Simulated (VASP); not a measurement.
Input of a VASP 6.6.1 run:

File INCAR:

```
SYSTEM = InO
ALGO = Normal
EDIFF = 1E-6
ENCUT = 520
GGA = CA
ISIF = 2
ISMEAR = 0
LASPH = .True.
LCHARG = .False.
LREAL = .False.
LWAVE = .False.
NBANDS = 27
NELM = 80
PREC = Accurate
SIGMA = 0.03
```

File KPOINTS:

```
k-points
0
Gamma
  12 12 4
  0 0 0
```

The input POSCAR:

```
InO
1.0
    3.3979006105      0.0000000000      0.0000000000
   -1.6989503053      2.9426682482      0.0000000000
    0.0000000000      0.0000000000     16.4020216013
In O
2 2
Direct
    0.6666666667      0.3333333333      0.5900210000
    0.6666666667      0.3333333333      0.4099790000
    0.0000000000      0.0000000000      0.6398670000
    0.0000000000      0.0000000000      0.3601330000
```

Potentials or basis: VASP PAW LDA potentials, release 64 (In_d, O).

Launch:

```sh
$ cat potpaw_LDA.64/In_d/POTCAR potpaw_LDA.64/O/POTCAR > POTCAR
$ mpirun -np 1 vasp_std > vasp.out
```

(1) Predict the largest force.

(2) What does it give for the band gap on the k mesh?

## Answers

(1) 0.491 eV/Å.

(2) 0.14 eV (least direct gap 1.08 eV).

Caveat: there is no dipole correction, which matters where the two faces differ; spin-orbit coupling is left out, which moves the levels of the heavy elements.
